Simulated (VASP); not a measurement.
Here is a VASP 6.6.1 calculation.

File INCAR:

```
ALGO = Normal
EDIFF = 1E-6
EDIFFG = -0.04
ENCUT = 600
GGA = PE
IBRION = 2
ISIF = 3
ISMEAR = 0
LASPH = T
LCHARG = F
LREAL = F
LWAVE = F
NELM = 80
NSW = 90
PREC = Accurate
SIGMA = 0.1
```

Contents of KPOINTS:

```
k-points
0
Gamma
  4 4 2
```

POSCAR

```
ScAl2Sb2As
1.0
    4.0579607400      0.0000000000      0.0000000000
    0.0000000000      4.0579607400      0.0000000000
    0.0000000000      0.0000000000      7.5715432700
Sc Al Sb As
1 2 2 1
Direct
    0.0000000000      0.0000000000      0.5000000000
    0.0000000000      0.5000000000      0.5000000000
    0.5000000000      0.0000000000      0.5000000000
    0.5000000000      0.5000000000      0.7487540200
    0.5000000000      0.5000000000      0.2512459800
    0.0000000000      0.0000000000      0.0000000000
```

Potentials or basis: VASP PAW PBE potentials, release 64 (Sc_sv, Al, Sb, As).

The run is started by

```bash
$ cat potpaw_PBE.64/Sc_sv/POTCAR potpaw_PBE.64/Al/POTCAR potpaw_PBE.64/Sb/POTCAR potpaw_PBE.64/As/POTCAR > POTCAR
$ mpirun -np 1 vasp_std > vasp.out
```

**Question.** What does it give for the relaxed volume?

**Answer.** 28.20 Å³/atom.

**Question.** What does it give for the relaxed cell?

**Answer.** a = 5.277 Å, b = 5.277 Å, c = 6.076 Å, α = 90.00°, β = 90.00°, γ = 90.00°.

**Question.** Estimate the band gap on the k mesh.

**Answer.** Zero (band 16 reaches 4.95 eV, above the bottom of band 17 at 3.84 eV).

Final structure:
```
Sc Al Sb As
1.0
     5.27729    0.00000    0.00000
     0.00000    5.27729    0.00000
     0.00000    0.00000    6.07646
Sc Al Sb As
1 2 2 1
Direct
  0.00000 0.00000 0.50000
  0.00000 0.50000 0.50000
  0.50000 0.00000 0.50000
  0.50000 0.50000 0.77250
  0.50000 0.50000 0.22750
  0.00000 0.00000 0.00000
```

Caveat: the k points lie up to 0.52 Å⁻¹ apart in the final cell; the volume moved by over 15 % at a fixed basis, so the end points are rough; spin-orbit coupling is left out, which moves the levels of the heavy elements.
